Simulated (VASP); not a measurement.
CeO2, 3 atoms in the cell. The structure is cubic, space group Fm-3m (No. 225). The conventional cell has a = 5.334 Å, b = 5.334 Å, c = 5.334 Å, α = 90.00°, β = 90.00°, γ = 90.00°. Ce (site symmetry m-3m) has 8 O at 2.31 Å within 3.1 Å. O (site symmetry -43m) has 4 Ce at 2.31 Å and 6 O at 2.67 Å within 3.1 Å.  This cell differs from its parent crystal: volume scaled by 0.96.

| Quantity | Value |
| --- | --- |
| Program | VASP 6.6.1 |
| Task | single point |
| Functional | PBEsol |
| Potentials or basis | VASP PAW PBE potentials, release 64 (Ce, O) |
| Cutoff | 520 eV |
| k mesh | 9 × 9 × 9 |
| Occupations | fermi-dirac, width 0.05 eV |
| Spin | collinear spin, ferromagnetic start |
| Starting moments | [1.0, 0.0, 0.0] μB |
| Dipole correction | no |
| Further INCAR settings | ALGO = Normal; EDIFF = 1e-06; NBANDS = 23 |

Potentials or basis: VASP PAW PBE potentials, release 64 (Ce, O).

Command:

```console
$ cat potpaw_PBE.64/Ce/POTCAR potpaw_PBE.64/O/POTCAR > POTCAR
$ mpirun -np 1 vasp_std > vasp.out
```

Hardware: 1 thread of AMD EPYC 7R13 Processor (Zen 3), on a shared host.

Problem. Estimate the wall time of this run.

Solution. It took 64 s on 1 thread of AMD EPYC 7R13 Processor (Zen 3), on a shared host, peak memory 0.19 GiB. Counts: scf iterations 18, k points 35.
